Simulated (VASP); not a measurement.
# Al2Cu (I4/mcm) in VASP: single point with PBE

Aim: the single point of Al2Cu with PBE.

Everything below comes from runs of VASP 6.6.1. Logs are shortened: lines on timing, memory, paths and dates and some standing lists are left out, and cuts for length are marked.

### 1 The cell of the first run

Symmetry: I4/mcm, No. 140, tetragonal system. Conventional cell: a = 6.050 Å, b = 6.050 Å, c = 4.887 Å, α = 90.00°, β = 90.00°, γ = 90.00°. Within 3.4 Å of Al (site symmetry m2m) lie 4 Cu at 2.58 Å and 11 Al at 2.72 to 3.22 Å. Within 3.2 Å of Cu (site symmetry 422) lie 2 Cu at 2.44 Å and 8 Al at 2.58 Å.

### 2 Single point, PBE

The input, INCAR:

```
SYSTEM = Al2Cu
  ALGO = Normal
  EDIFF = 1E-6
  ENCUT = 600
  GGA = PE
  GGA_COMPAT = .False.
  ISIF = 2
  ISMEAR = 1
  LASPH = .True.
  LCHARG = .False.
  LREAL = .False.
  LWAVE = .False.
  NBANDS = 86
  NELM = 120
  PREC = Accurate
  SIGMA = 0.1
```

The input, KPOINTS:

```
k-points
0
Gamma
  4 4 4
  0 0 0
```

The input, POSCAR:

```
Al2Cu
1.0
    0.0000000000      6.0499377488      4.8865949190
    6.0499377488      0.0000000000      4.8865949190
    6.0499377488      6.0499377488      0.0000000000
Al Cu
16 8
Direct
    0.0911872984      0.9088127016      0.2500000000
    0.3411872984      0.1588127016      0.5000000000
    0.5911872984      0.4088127016      0.7500000000
    0.8411872984      0.6588127016      0.0000000000
    0.0000000000      0.5000000000      0.6588127016
    0.2500000000      0.7500000000      0.9088127016
    0.5000000000      0.0000000000      0.1588127016
    0.7500000000      0.2500000000      0.4088127016
    0.0000000000      0.5000000000      0.3411872984
    0.2500000000      0.7500000000      0.5911872984
    0.5000000000      0.0000000000      0.8411872984
    0.7500000000      0.2500000000      0.0911872984
    0.1588127016      0.3411872984      0.0000000000
    0.4088127016      0.5911872984      0.2500000000
    0.6588127016      0.8411872984      0.5000000000
    0.9088127016      0.0911872984      0.7500000000
    0.1250000000      0.1250000000      0.3750000000
    0.3750000000      0.3750000000      0.6250000000
    0.6250000000      0.6250000000      0.8750000000
    0.8750000000      0.8750000000      0.1250000000
    0.1250000000      0.1250000000      0.8750000000
    0.3750000000      0.3750000000      0.1250000000
    0.6250000000      0.6250000000      0.3750000000
    0.8750000000      0.8750000000      0.6250000000
```

Potentials or basis: VASP PAW PBE potentials, release 64 (Al, Cu).

Run with:

```console
$ cat potpaw_PBE.64/Al/POTCAR potpaw_PBE.64/Cu/POTCAR > POTCAR
$ mpirun -np 1 vasp_std > vasp.out
```

OUTCAR:

```text
SYSTEM = Al2Cu
   EDIFF = 1E-6
   ENCUT = 600
   GGA = PE
   ISIF = 2
   ISMEAR = 1
   LASPH = .True.
   LREAL = .False.
   NELM = 120
   PREC = Accurate

 ion  position               nearest neighbor table
   1  0.091  0.909  0.250-  17 2.58  20 2.58  21 2.58  24 2.58  14 2.72  13 2.90  15 2.90  11 3.11
                             5 3.11   7 3.11   9 3.11  12 3.22   6 3.22  10 3.22   8 3.22
   2  0.341  0.159  0.500-  17 2.58  18 2.58  21 2.58  22 2.58  15 2.72  14 2.90  16 2.90  12 3.11
                             6 3.11   8 3.11  10 3.11   5 3.22   9 3.22   7 3.22  11 3.22
   3  0.591  0.409  0.750-  18 2.58  19 2.58  22 2.58  23 2.58  16 2.72  15 2.90  13 2.90  11 3.11
                             5 3.11   7 3.11   9 3.11  12 3.22   6 3.22  10 3.22   8 3.22
   4  0.841  0.659  0.000-  19 2.58  20 2.58  23 2.58  24 2.58  13 2.72  14 2.90  16 2.90  12 3.11
                             6 3.11   8 3.11  10 3.11   5 3.22   9 3.22   7 3.22  11 3.22
   5  0.000  0.500  0.659-  18 2.58  19 2.58  21 2.58  24 2.58   9 2.72  10 2.90  12 2.90   3 3.11
                             1 3.11  14 3.11  16 3.11  13 3.22   4 3.22  15 3.22   2 3.22
   6  0.250  0.750  0.909-  19 2.58  20 2.58  21 2.58  22 2.58  10 2.72   9 2.90  11 2.90   4 3.11
                             2 3.11  13 3.11  15 3.11   1 3.22  14 3.22   3 3.22  16 3.22
   7  0.500  0.000  0.159-  17 2.58  20 2.58  22 2.58  23 2.58  11 2.72  10 2.90  12 2.90   3 3.11
                             1 3.11  14 3.11  16 3.11  13 3.22   4 3.22  15 3.22   2 3.22
   8  0.750  0.250  0.409-  17 2.58  18 2.58  23 2.58  24 2.58  12 2.72  11 2.90   9 2.90   4 3.11
                             2 3.11  13 3.11  15 3.11   1 3.22  14 3.22   3 3.22  16 3.22
   9  0.000  0.500  0.341-  17 2.58  20 2.58  22 2.58  23 2.58   5 2.72   6 2.90   8 2.90   3 3.11
                             1 3.11  14 3.11  16 3.11  13 3.22   4 3.22  15 3.22   2 3.22
  10  0.250  0.750  0.591-  17 2.58  18 2.58  23 2.58  24 2.58   6 2.72   5 2.90   7 2.90   4 3.11
                             2 3.11  13 3.11  15 3.11   1 3.22  14 3.22   3 3.22  16 3.22
  11  0.500  0.000  0.841-  18 2.58  19 2.58  21 2.58  24 2.58   7 2.72   6 2.90   8 2.90   3 3.11
                             1 3.11  14 3.11  16 3.11  13 3.22   4 3.22  15 3.22   2 3.22
[... 31 lines left out ...]
  Lattice vectors:

 A1 = (   0.0000000000,  -6.0499377488,  -4.8865949190)
 A2 = (   0.0000000000,   6.0499377488,  -4.8865949190)
 A3 = (   6.0499377488,   0.0000000000,   4.8865949190)

Analysis of symmetry for initial positions (statically):
=====================================================================
 Subroutine PRICEL returns following result:

  LATTYP: Found a body centered tetragonal cell.
 ALAT       =     6.0499377488
 C/A-ratio  =     0.8077099504

  Lattice vectors:

 A1 = (  -3.0249688744,   3.0249688744,  -2.4432974595)
 A2 = (   3.0249688744,  -3.0249688744,  -2.4432974595)
 A3 = (  -3.0249688744,  -3.0249688744,   2.4432974595)

   4 primitive cells build up your supercell.

 Routine SETGRP: Setting up the symmetry group for a
 body centered tetragonal supercell.

 Subroutine GETGRP returns: Found 16 space group operations
 (whereof  8 operations were pure point group operations)
 out of a pool of 16 trial point group operations.

The static configuration has the point symmetry C_4h.
 The point group associated with its full space group is D_4h.

Analysis of symmetry for dynamics (positions and initial velocities):
=====================================================================
 Subroutine PRICEL returns following result:

  LATTYP: Found a body centered tetragonal cell.
 ALAT       =     6.0499377488
 C/A-ratio  =     0.8077099504

  Lattice vectors:

 A1 = (  -3.0249688744,   3.0249688744,  -2.4432974595)
 A2 = (   3.0249688744,  -3.0249688744,  -2.4432974595)
 A3 = (  -3.0249688744,  -3.0249688744,   2.4432974595)

   4 primitive cells build up your supercell.

 Routine SETGRP: Setting up the symmetry group for a
 body centered tetragonal supercell.

 Subroutine GETGRP returns: Found 16 space group operations
 (whereof  8 operations were pure point group operations)
 out of a pool of 16 trial point group operations.

The dynamic configuration has the point symmetry C_4h.
 The point group associated with its full space group is D_4h.

 Subroutine INISYM returns: Found 16 space group operations
 (whereof  8 operations are pure point group operations),
 and found     4 'primitive' translations

----------------------------------------------------------------------------------------

                                     Primitive cell

  volume of cell :      89.4290

  direct lattice vectors                    reciprocal lattice vectors
    -3.024968874  3.024968874 -2.443297460    -0.165290957  0.000000000 -0.204641477
     3.024968874 -3.024968874 -2.443297460     0.000000000 -0.165290957 -0.204641477
    -3.024968874 -3.024968874  2.443297460    -0.165290957 -0.165290957 -0.000000000

  length of vectors
     4.926517620  4.926517620  4.926517620     0.263057474  0.263057474  0.233756713

  position of ions in fractional coordinates (direct lattice)
     0.841187298  0.658812702  0.500000000
     0.341187298  0.841187298  0.182374597
     0.658812702  0.158812702  0.817625403
     0.158812702  0.341187298  0.500000000
     0.250000000  0.250000000  0.000000000
     0.750000000  0.750000000  0.000000000

  ion indices of the primitive-cell ions
   primitive index   ion index
                 1           1
                 2           6
                 3          10
                 4          14
                 5          17
                 6          21

----------------------------------------------------------------------------------------

 KPOINTS: k-points

Automatic generation of k-mesh.
 Grid dimensions read from file:
 generate k-points for:    4    4    4

 Generating k-lattice:

  Cartesian coordinates                     Fractional coordinates (reciprocal lattice)
    -0.020661370  0.020661370  0.025580185     0.250000000  0.000000000  0.000000000
     0.020661370 -0.020661370  0.025580185     0.000000000  0.250000000  0.000000000
     0.020661370  0.020661370 -0.025580185     0.000000000  0.000000000  0.250000000

  Length of vectors
     0.038834652  0.038834652  0.038834652

  Shift w.r.t. Gamma in fractional coordinates (k-lattice)
     0.000000000  0.000000000  0.000000000

 Subroutine IBZKPT returns following result:
 ===========================================

 Found     13 irreducible k-points:

 Following reciprocal coordinates:
            Coordinates               Weight
  0.000000  0.000000  0.000000      1.000000
  0.250000  0.000000  0.000000      8.000000
  0.500000  0.000000  0.000000      4.000000
  0.250000  0.250000  0.000000      2.000000
  0.500000  0.250000  0.000000      8.000000
 -0.250000  0.250000  0.000000      4.000000
  0.500000  0.500000  0.000000      1.000000
  0.250000  0.000000  0.250000      4.000000
  0.500000  0.000000  0.250000     16.000000
 -0.250000  0.000000  0.250000      8.000000
 -0.250000  0.500000  0.250000      4.000000
  0.500000  0.000000  0.500000      2.000000
 -0.250000  0.250000  0.500000      2.000000
   k-points           NKPTS =     13   k-points in BZ     NKDIM =     13   number of bands    NBANDS=     86
   number of dos      NEDOS =    301   number of ions     NIONS =     24
   total plane-waves  NPLWV = 286720
   dimension x,y,z NGX =    64 NGY =   64 NGZ =   70
   dimension x,y,z NGXF=   128 NGYF=  128 NGZF=  140
   ions per type =              16   8
   NGX,Y,Z   is equivalent  to a cutoff of  13.68, 13.68, 13.60 a.u.
   NGXF,Y,Z  is equivalent  to a cutoff of  27.36, 27.36, 27.20 a.u.
 SYSTEM =  Al2Cu
   PREC   = accura    normal or accurate (medium, high low for compatibility)
   ISTART =      0    job   : 0-new  1-cont  2-samecut
   ICHARG =      2    charge: 1-file 2-atom 10-const
   ISPIN  =      1    spin polarized calculation?
   LNONCOLLINEAR =      F non collinear calculations
   LSORBIT =      F    spin-orbit coupling
   LASPH  =      T    aspherical Exc in radial PAW
   ENCUT  =  600.0 eV  44.10 Ry    6.64 a.u.  15.53 15.53 17.09*2*pi/ulx,y,z
   NELM   =    120;   NELMIN=  2; NELMDL= -5     # of ELM steps
   EDIFF  = 0.1E-05   stopping-criterion for ELM
   LREAL  =      F    real-space projection
   EDIFFG = 0.1E-04   stopping-criterion for IOM
   NSW    =      0    number of steps for IOM
   IBRION =     -1    ionic relax: 0-MD 1-quasi-New 2-CG
   NFREE  =      0    steps in history (QN), initial steepest desc. (CG)
   ISIF   =      2    stress and relaxation
   ISYM   =      2    0-nonsym 1-usesym 2-fastsym
   POTIM  = 0.5000    time-step for ionic-motion
   TEBEG  =    0.0;   TEEND  =   0.0 temperature during run
   PSTRESS=    0.0 pullay stress
   NELECT =     136.0000    total number of electrons
   NUPDOWN=      -1.0000    fix difference up-down
   EMIN   =  10.00;   EMAX   =-10.00  energy-range for DOS
   EFERMI =   0.00;   METHOD = LEGACY
   ISMEAR =     1;   SIGMA  =   0.10  broadening in eV -4-tet -1-fermi 0-gaus
   EFERMI_NEDOS =   21; number of points for ismear=-14 and -15
   IALGO  =     38    algorithm
   IMIX   =      4    mixing-type and parameters
     AMIX     =   0.40;   BMIX     =  1.00
     AMIX_MAG =   1.60;   BMIX_MAG =  1.00
  volume/ion in A,a.u.               =      14.90       100.58
  Fermi-wavevector in a.u.,A,eV,Ry     =   1.185974  2.241165 19.137054  1.406534
  Thomas-Fermi vector in A             =   2.322156
   LORBIT       =      0    0 simple, 1 ext, 2 COOP (PROOUT), +10 PAW based schemes
   GGA     = PE    functional components
   LHFCALC =     F    Hartree Fock is set to
   AEXX    =    0.0000 exact exchange contribution
   IVDW    =     0    specifies the selected vdW correction
   LEPSILON=     F    determine dielectric tensor
   LRPA    =     F    only Hartree local field effects (RPA)
 non-spin polarized calculation
 Methfessel and Paxton  Order N= 1 SIGMA  =   0.10
  energy-cutoff  :      600.00
  volume of cell :      357.72
 maximum number of plane-waves:     11960
 NGX is ok and might be reduce to    64
   NGX = 31   NGY = 31   NGZ = 35

 number of electron     135.9999963 magnetization

 Free energy of the ion-electron system (eV)
  ---------------------------------------------------
  ext. energy  EPLUGINS =         0.00000000
  ---------------------------------------------------
  free energy    TOTEN  =       -93.51334577 eV

  energy without entropy =      -93.51149958  energy(sigma->0) =      -93.51273038

 E-fermi :   8.0050     XC(G=0): -10.8562

 val. band max:        7.9878661441   @ k =   0.5000   0.0000   0.5000
 cond. band min:       8.0368387481   @ k =  -0.2500   0.0000   0.2500
 fundamental gap:      0.0489726041
 Fermi energy:         8.0049922870

 k-point     1 :       0.0000    0.0000    0.0000
  band No.  band energies     occupation
      1      -2.7738      2.00000
      2       0.6983      2.00000
      3       0.6983      2.00000
      4       0.6983      2.00000
      5       0.6983      2.00000
      6       0.7003      2.00000
[... 1068 lines left out ...]
     79      11.0569      0.00000
     80      11.0569      0.00000
 [bands above 80 left out]

------------------------ aborting loop because EDIFF is reached ----------------------------------------

  FORCE on cell =-STRESS in cart. coord.  units (eV):
  Direction    XX          YY          ZZ          XY          YZ          ZX
  --------------------------------------------------------------------------------------
  -------------------------------------------------------------------------------------
  Total        0.4716889      0.4716889      0.3112175      0.0000000     -0.0000000      0.0000000
  in kB        2.1126524      2.1126524      1.3939155      0.0000000     -0.0000000      0.0000000
  external PRESSURE =       1.8730735 kB  Pullay stress =       0.0000000 kB

 VOLUME and BASIS-vectors are now :
 -----------------------------------------------------------------------------
  energy-cutoff  :      600.00
  volume of cell :      357.72
      direct lattice vectors                 reciprocal lattice vectors
     0.000000000  6.049937749  4.886594919    -0.082645478  0.082645478  0.102320738
     6.049937749  0.000000000  4.886594919     0.082645478 -0.082645478  0.102320738
     6.049937749  6.049937749  0.000000000     0.082645478  0.082645478 -0.102320738

 POSITION                                       TOTAL-FORCE (eV/Angst)
 -----------------------------------------------------------------------------------
      7.01074      2.06416      4.88659        -0.018561      0.018561     -0.000000
      3.98578      5.08913      2.44330        -0.018561      0.018561     -0.000000
      7.01074      8.11410      4.88659        -0.018561      0.018561     -0.000000
      3.98578      5.08913      7.32989        -0.018561      0.018561     -0.000000
      7.01074      3.98578      2.44330        -0.018561     -0.018561     -0.000000
     10.03571      7.01074      4.88659        -0.018561     -0.018561      0.000000
[... 16 lines left out ...]
      6.04994      6.04994      6.10824        -0.000000      0.000000     -0.000000
      9.07491      9.07491      8.55154        -0.000000      0.000000     -0.000000
 -----------------------------------------------------------------------------------
    total drift:                                0.000000      0.000000      0.000000

  FREE ENERGIE OF THE ION-ELECTRON SYSTEM (eV)
  ---------------------------------------------------
  free  energy   TOTEN  =       -93.5133457748 eV

  energy  without entropy=      -93.5114995848  energy(sigma->0) =      -93.51273038
```

It took 26 min on 1 thread of Intel Xeon 8259CL, shared host; peak memory 0.81 GiB.

What came out:

```
Free energy            : -93.5133 eV
Pressure               : 0.2 GPa
Largest force          : 0.026 eV/Å
Band gap on the k mesh : zero (bands 68 and 69 overlap by 1.69 eV)
```

Forces in eV/Å, atoms in the order of the input:
```
Al  -0.019  0.019  0.000
Al  -0.019  0.019  0.000
Al  -0.019  0.019  0.000
Al  -0.019  0.019  0.000
Al  -0.019 -0.019  0.000
Al  -0.019 -0.019  0.000
Al  -0.019 -0.019  0.000
Al  -0.019 -0.019  0.000
Al   0.019  0.019  0.000
Al   0.019  0.019  0.000
Al   0.019  0.019  0.000
Al   0.019  0.019  0.000
Al   0.019 -0.019  0.000
Al   0.019 -0.019  0.000
Al   0.019 -0.019  0.000
Al   0.019 -0.019  0.000
Cu   0.000  0.000  0.000
Cu   0.000  0.000  0.000
Cu   0.000  0.000  0.000
Cu   0.000  0.000  0.000
Cu   0.000  0.000  0.000
Cu   0.000  0.000  0.000
Cu   0.000  0.000  0.000
Cu   0.000  0.000  0.000
```
